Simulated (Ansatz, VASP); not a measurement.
Sb in VASP and in Ansatz

```
Sb
1.0
     3.28228    0.00000    0.00000
    -1.64114    2.84253    0.00000
     0.00000    0.00000    3.12478
Sb
1
Cartesian
  0.0000 0.0000 1.5624
```

Change from the starting cell: the structure that the rattled cell fell into.

Alike in both runs: functional PBE; k mesh 18 × 18 × 18; occupations gaussian, width 0.1 eV; no spin polarisation.

Ansatz relaxed the structure, and its values are those at the end. VASP's run is a single point on that final structure, the one shown.

```csv
,VASP,Ansatz
version,VASP 6.6.1,Ansatz 0.2.0
potentials or method,"VASP PAW PBE potentials, release 64 (Sb), cutoff 520 eV","scalar-relativistic, plane waves, PAW"
valence electrons in the cell,5,15
```

Ansatz gave:

```
gap on the k mesh at the Fermi level (eV) : none
pressure (GPa)                            : 0.0
```

Which values does VASP return?

gap on the k mesh at the Fermi level (eV): none; pressure (GPa): -0.1.

A gap of «none» marks a metal or a gap that the smearing closes. The functional is the same, so the differences come from potentials, cutoffs and numerics. VASP's potentials hold 5 valence electrons a cell and Ansatz's 15, so a difference there can come from the potentials and not from the codes.

Neither program's run includes spin-orbit coupling.
